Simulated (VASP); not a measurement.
# CdS (I-4m2) in VASP: a series of runs

CdS is run at these levels: PBE; tasks: single point.

Everything below comes from runs of VASP 6.6.1. Logs are shortened: lines on timing, memory, paths and dates and some standing lists are left out, and cuts for length are marked.

### 1 The cell of the first run

The structure is tetragonal, space group I-4m2 (No. 119). Conventional cell: a = 4.037 Å, b = 4.037 Å, c = 5.886 Å, α = 90.00°, β = 90.00°, γ = 90.00°. Within 3.3 Å of Cd (site symmetry -4m2) lie 4 S at 2.50 Å. S (site symmetry -4m2) has 4 Cd at 2.50 Å within 3.3 Å.

### 2 Single point, PBE (equal xx and yy strain of -3 %)

Input file INCAR:

```
PREC = Accurate ; ENCUT = 520
EDIFF = 1E-7 ; ISMEAR = -1
SIGMA = 0.02 ; LREAL = F
LASPH = T ; NELM = 100
ALGO = Normal ; ISIF = 2
LWAVE = F ; LCHARG = F
GGA = PE ; NBANDS = 16
```

Input file KPOINTS:

```
Automatic mesh
0
Gamma
  7 7 7
```

Input file POSCAR:

```
CdS
1.0
    0.0000000000      2.8546648610      2.9429534649
    2.8546648610      0.0000000000      2.9429534649
    2.8546648610      2.8546648610      0.0000000000
Cd S
1 1
Direct
    0.0000000000      0.0000000000      0.0000000000
    0.7500000000      0.7500000000      0.7500000000
```

Potentials or basis: VASP PAW PBE potentials, release 64 (Cd, S).

Launch:

```
$ cat potpaw_PBE.64/Cd/POTCAR potpaw_PBE.64/S/POTCAR > POTCAR
$ mpirun -np 1 vasp_std > vasp.out
```

OUTCAR:

```text
PREC = Accurate
   ENCUT = 520
   EDIFF = 1E-7
   ISMEAR = -1
   LREAL = F
   LASPH = T
   NELM = 100
   ISIF = 2
   GGA = PE

 ion  position               nearest neighbor table
   1  0.000  0.000  0.000-   2 2.50   2 2.50   2 2.50   2 2.50
   2  0.750  0.750  0.750-   1 2.50   1 2.50   1 2.50   1 2.50

  LATTYP: Found a body centered tetragonal cell.
 ALAT       =     4.0371057625
 C/A-ratio  =     1.4579521261

  Lattice vectors:

 A1 = (  -2.8546648610,   0.0000000000,   2.9429534649)
 A2 = (   2.8546648610,   0.0000000000,   2.9429534649)
 A3 = (   0.0000000000,   2.8546648610,  -2.9429534649)

Analysis of symmetry for initial positions (statically):
=====================================================================
 Subroutine PRICEL returns:
 Original cell was already a primitive cell.

 Routine SETGRP: Setting up the symmetry group for a
 body centered tetragonal supercell.

 Subroutine GETGRP returns: Found  8 space group operations
 (whereof  8 operations were pure point group operations)
 out of a pool of 16 trial point group operations.

The static configuration has the point symmetry D_2d.

Analysis of symmetry for dynamics (positions and initial velocities):
=====================================================================
 Subroutine PRICEL returns:
 Original cell was already a primitive cell.

 Routine SETGRP: Setting up the symmetry group for a
 body centered tetragonal supercell.

 Subroutine GETGRP returns: Found  8 space group operations
 (whereof  8 operations were pure point group operations)
 out of a pool of 16 trial point group operations.

The dynamic configuration has the point symmetry D_2d.

 Subroutine INISYM returns: Found  8 space group operations
 (whereof  8 operations are pure point group operations),
 and found     1 'primitive' translations

----------------------------------------------------------------------------------------

                                     Primitive cell

  volume of cell :      47.9649

  direct lattice vectors                    reciprocal lattice vectors
     0.000000000  2.854664861  2.942953465    -0.175151909  0.175151909  0.169897352
     2.854664861  0.000000000  2.942953465     0.175151909 -0.175151909  0.169897352
     2.854664861  2.854664861  0.000000000     0.175151909  0.175151909 -0.169897352

  length of vectors
     4.100010557  4.100010557  4.037105762     0.300368927  0.300368927  0.300368927

  position of ions in fractional coordinates (direct lattice)
     0.000000000  0.000000000  0.000000000
     0.750000000  0.750000000  0.750000000

  ion indices of the primitive-cell ions
   primitive index   ion index
                 1           1
                 2           2

----------------------------------------------------------------------------------------

 KPOINTS: Automatic mesh

Automatic generation of k-mesh.
 Grid dimensions read from file:
 generate k-points for:    7    7    7

 Generating k-lattice:

  Cartesian coordinates                     Fractional coordinates (reciprocal lattice)
    -0.025021701  0.025021701  0.024271050     0.142857143  0.000000000  0.000000000
     0.025021701 -0.025021701  0.024271050     0.000000000  0.142857143  0.000000000
     0.025021701  0.025021701 -0.024271050    -0.000000000 -0.000000000  0.142857143

  Length of vectors
     0.042909847  0.042909847  0.042909847

  Shift w.r.t. Gamma in fractional coordinates (k-lattice)
     0.000000000  0.000000000  0.000000000

 Subroutine IBZKPT returns following result:
 ===========================================

 Found     40 irreducible k-points:

 Following reciprocal coordinates:
            Coordinates               Weight
  0.000000  0.000000  0.000000      1.000000
  0.142857 -0.000000  0.000000      8.000000
  0.285714  0.000000  0.000000      8.000000
  0.428571 -0.000000  0.000000      8.000000
  0.142857  0.142857  0.000000      2.000000
  0.285714  0.142857  0.000000      8.000000
[... 16 lines left out ...]
  0.428571  0.285714  0.142857      8.000000
 -0.428571  0.285714  0.142857     16.000000
 [... further k-points ...]
   k-points           NKPTS =     40   k-points in BZ     NKDIM =     40   number of bands    NBANDS=     16
   number of dos      NEDOS =    301   number of ions     NIONS =      2
   total plane-waves  NPLWV =  27000
   dimension x,y,z NGX =    30 NGY =   30 NGZ =   30
   dimension x,y,z NGXF=    60 NGYF=   60 NGZF=   60
   ions per type =               1   1
   NGX,Y,Z   is equivalent  to a cutoff of  12.16, 12.16, 12.35 a.u.
   NGXF,Y,Z  is equivalent  to a cutoff of  24.33, 24.33, 24.71 a.u.
 SYSTEM =  unknown system
   PREC   = accura    normal or accurate (medium, high low for compatibility)
   ISTART =      0    job   : 0-new  1-cont  2-samecut
   ICHARG =      2    charge: 1-file 2-atom 10-const
   ISPIN  =      1    spin polarized calculation?
   LNONCOLLINEAR =      F non collinear calculations
   LSORBIT =      F    spin-orbit coupling
   LASPH  =      T    aspherical Exc in radial PAW
   ENCUT  =  520.0 eV  38.22 Ry    6.18 a.u.   7.62  7.62  7.51*2*pi/ulx,y,z
   NELM   =    100;   NELMIN=  2; NELMDL= -5     # of ELM steps
   EDIFF  = 0.1E-06   stopping-criterion for ELM
   LREAL  =      F    real-space projection
   EDIFFG = 0.1E-05   stopping-criterion for IOM
   NSW    =      0    number of steps for IOM
   IBRION =     -1    ionic relax: 0-MD 1-quasi-New 2-CG
   NFREE  =      0    steps in history (QN), initial steepest desc. (CG)
   ISIF   =      2    stress and relaxation
   ISYM   =      2    0-nonsym 1-usesym 2-fastsym
   POTIM  = 0.5000    time-step for ionic-motion
   TEBEG  =    0.0;   TEEND  =   0.0 temperature during run
   PSTRESS=    0.0 pullay stress
   NELECT =      18.0000    total number of electrons
   NUPDOWN=      -1.0000    fix difference up-down
   EMIN   =  10.00;   EMAX   =-10.00  energy-range for DOS
   EFERMI =   0.00;   METHOD = LEGACY
   ISMEAR =    -1;   SIGMA  =   0.02  broadening in eV -4-tet -1-fermi 0-gaus
   EFERMI_NEDOS =   21; number of points for ismear=-14 and -15
   IALGO  =     38    algorithm
   IMIX   =      4    mixing-type and parameters
     AMIX     =   0.40;   BMIX     =  1.00
     AMIX_MAG =   1.60;   BMIX_MAG =  1.00
  volume/ion in A,a.u.               =      23.98       161.84
  Fermi-wavevector in a.u.,A,eV,Ry     =   1.180840  2.231464 18.971739  1.394383
  Thomas-Fermi vector in A             =   2.317125
   LORBIT       =      0    0 simple, 1 ext, 2 COOP (PROOUT), +10 PAW based schemes
   GGA     = PE    functional components
[... 5 lines left out ...]
 non-spin polarized calculation
  energy-cutoff  :      520.00
  volume of cell :       47.96
 maximum number of plane-waves:      1315
   NGX = 15   NGY = 15   NGZ = 15

 number of electron      18.0000007 magnetization

 Free energy of the ion-electron system (eV)
  ---------------------------------------------------
  ext. energy  EPLUGINS =         0.00000000
  ---------------------------------------------------
  free energy    TOTEN  =        -6.07380725 eV

  energy without entropy =       -6.07380725  energy(sigma->0) =       -6.07380725

 E-fermi :   2.0994     XC(G=0):  -9.3100

 val. band max:        1.6438122527   @ k =   0.0000   0.0000   0.0000
 cond. band min:       2.8324894930   @ k =   0.0000   0.0000   0.0000
 fundamental gap:      1.1886772403
 Fermi energy:         2.0994115641

 k-point     1 :       0.0000    0.0000    0.0000
  band No.  band energies     occupation
      1     -10.9703      2.00000
      2      -6.2597      2.00000
      3      -6.2394      2.00000
      4      -6.2394      2.00000
      5      -5.7271      2.00000
      6      -5.7126      2.00000
[... 8 lines left out ...]
     15      13.2665      0.00000
     16      13.3536      0.00000

 k-point     2 :       0.1429   -0.0000    0.0000
  band No.  band energies     occupation
      1     -10.8842      2.00000
      2      -6.2236      2.00000
      3      -6.2078      2.00000
      4      -6.1719      2.00000
      5      -5.7263      2.00000
      6      -5.7157      2.00000
[... 8 lines left out ...]
     15      12.5887      0.00000
     16      13.7284      0.00000

 k-point     3 :       0.2857    0.0000    0.0000
  band No.  band energies     occupation
      1     -10.6895      2.00000
      2      -6.1634      2.00000
      3      -6.1454      2.00000
      4      -5.8985      2.00000
      5      -5.7103      2.00000
      6      -5.7087      2.00000
[... 8 lines left out ...]
     15      12.4766      0.00000
     16      12.9224      0.00000

 k-point     4 :       0.4286   -0.0000    0.0000
  band No.  band energies     occupation
      1     -10.5339      2.00000
      2      -6.1304      2.00000
      3      -6.1081      2.00000
      4      -5.6892      2.00000
      5      -5.6791      2.00000
      6      -5.4259      2.00000
[... 8 lines left out ...]
     15      13.7004      0.00000
     16      13.8313      0.00000

 k-point     5 :       0.1429    0.1429    0.0000
  band No.  band energies     occupation
      1     -10.8592      2.00000
      2      -6.2016      2.00000
      3      -6.1775      2.00000
      4      -6.1775      2.00000
      5      -5.7511      2.00000
      6      -5.6965      2.00000
[... 8 lines left out ...]
     15      13.4625      0.00000
     16      14.7040      0.00000

 k-point     6 :       0.2857    0.1429    0.0000
  band No.  band energies     occupation
      1     -10.7031      2.00000
      2      -6.1508      2.00000
      3      -6.1089      2.00000
      4      -5.9962      2.00000
      5      -5.7469      2.00000
      6      -5.6829      2.00000
[... 8 lines left out ...]
     15      13.3446      0.00000
     16      14.5952      0.00000
[... 267 lines left out ...]
 k-point    21 :      -0.2857    0.0000    0.1429
  band No.  band energies     occupation
      1     -10.5827      2.00000
      2      -6.1204      2.00000
      3      -6.0962      2.00000
      4      -5.7669      2.00000
      5      -5.7260      2.00000
      6      -5.6094      2.00000
[... 8 lines left out ...]
     15      13.8218      0.00000
     16      14.3009      0.00000

 k-point    22 :      -0.1429    0.0000    0.1429
  band No.  band energies     occupation
      1     -10.7634      2.00000
      2      -6.1832      2.00000
      3      -6.1468      2.00000
      4      -6.0503      2.00000
      5      -5.7408      2.00000
      6      -5.6966      2.00000
[... 8 lines left out ...]
     15      12.6947      0.00000
     16      15.0798      0.00000

 k-point    23 :       0.4286    0.2857    0.1429
  band No.  band energies     occupation
      1     -10.5609      2.00000
      2      -6.0818      2.00000
      3      -6.0557      2.00000
      4      -5.8524      2.00000
      5      -5.6941      2.00000
      6      -5.6067      2.00000
[... 8 lines left out ...]
     15      14.2133      0.00000
     16      15.7028      0.00000

 k-point    24 :      -0.4286    0.2857    0.1429
  band No.  band energies     occupation
      1     -10.4461      2.00000
      2      -6.0587      2.00000
      3      -6.0125      2.00000
      4      -5.7680      2.00000
      5      -5.6919      2.00000
      6      -5.2547      2.00000
[... 8 lines left out ...]
     15      13.9482      0.00000
     16      15.1245      0.00000

 [... further k-points ...]
[... 5 lines left out ...]
  --------------------------------------------------------------------------------------
  -------------------------------------------------------------------------------------
  Total        1.7343980      1.7343980      1.5985441      0.0000000      0.0000000     -0.0000000
  in kB       57.9342925     57.9342925     53.3963493      0.0000000      0.0000000     -0.0000000
  external PRESSURE =      56.4216448 kB  Pullay stress =       0.0000000 kB

 VOLUME and BASIS-vectors are now :
 -----------------------------------------------------------------------------
  energy-cutoff  :      520.00
  volume of cell :       47.96
      direct lattice vectors                 reciprocal lattice vectors
     0.000000000  2.854664861  2.942953465    -0.175151909  0.175151909  0.169897352
     2.854664861  0.000000000  2.942953465     0.175151909 -0.175151909  0.169897352
     2.854664861  2.854664861  0.000000000     0.175151909  0.175151909 -0.169897352

 POSITION                                       TOTAL-FORCE (eV/Angst)
 -----------------------------------------------------------------------------------
      0.00000      0.00000      0.00000         0.000000     -0.000000     -0.000000
      4.28200      4.28200      4.41443        -0.000000      0.000000      0.000000
 -----------------------------------------------------------------------------------
    total drift:                                0.000001      0.000001      0.000001

  FREE ENERGIE OF THE ION-ELECTRON SYSTEM (eV)
  ---------------------------------------------------
  free  energy   TOTEN  =        -6.0738072480 eV

  energy  without entropy=       -6.0738072480  energy(sigma->0) =       -6.07380725
```

It took 19 s on 1 thread of Intel Xeon 6975P-C (Granite Rapids), shared host; peak memory 0.18 GiB.

What came out:

```
Free energy            : -6.0738 eV
Pressure               : 5.6 GPa
Band gap on the k mesh : 1.19 eV, direct
```

Stress tensor (GPa, compression positive):
```
5.79 0.00 0.00
0.00 5.79 0.00
0.00 0.00 5.34
```

Levels at points of the mesh, in eV from the valence-band top:
| k point | band 7 | band 8 | band 9 | band 10 | band 11 | band 12 |
| --- | --- | --- | --- | --- | --- | --- |
| (0.00, 0.00, 0.00) | -0.10 | 0.00 | 0.00 | 1.19 | 6.50 | 6.51 |

Caveat: the cell differs from its parent crystal (equal xx and yy strain of -3 %).

(Continued in part 2 of 2.)
